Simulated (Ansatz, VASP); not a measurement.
One calculation of Si5As3, two programs

```
Si As
1.0
     6.50000    0.00000    0.00000
    -3.25000    5.62917    0.00000
     0.00000    0.00000    9.10000
Si As
10 6
Direct
  0.33333 0.33333 0.54170
  0.33333 0.00000 0.45830
  0.66667 0.00000 0.54170
  0.66667 0.66667 0.45830
  0.66667 0.33333 0.12500
  0.66667 0.33333 0.87500
  0.00000 0.33333 0.45830
  0.00000 0.66667 0.54170
  0.33333 0.66667 0.87500
  0.33333 0.66667 0.12500
  0.33333 0.33333 0.79170
  0.33333 0.00000 0.20830
  0.66667 0.00000 0.79170
  0.66667 0.66667 0.20830
  0.00000 0.33333 0.20830
  0.00000 0.66667 0.79170
```

Change from the starting cell: built by hand: diamond-derived ordered divacancy Si10As6 (P-31m, No. 162).

Alike in both runs: task relaxation of cell and atoms; functional PBE; k mesh 3 × 3 × 2; occupations gaussian, width 0.2 eV; no spin polarisation.

|  | VASP | Ansatz |
| --- | --- | --- |
| version | VASP 6.6.1 | Ansatz 0.2.0 |
| potentials or method | VASP PAW PBE potentials, release 64 (Si, As), cutoff 600 eV | scalar-relativistic, plane waves, PAW |
| valence electrons in the cell | 70 | 130 |

|  | VASP | Ansatz | Ansatz less VASP |
| --- | --- | --- | --- |
| gap on the k mesh at the Fermi level, each at its own relaxed structure (eV) | 0.73 | 0.72 | -0.012 |
| relaxed volume (Å³/atom) | 22.35 | 22.28 | -0.068 |
| relaxed cell length with the largest relative difference (Å) | 6.731 | 6.713 | -0.0181 |

VASP's potentials hold 70 valence electrons a cell and Ansatz's 130, so a difference there can come from the potentials and not from the codes.
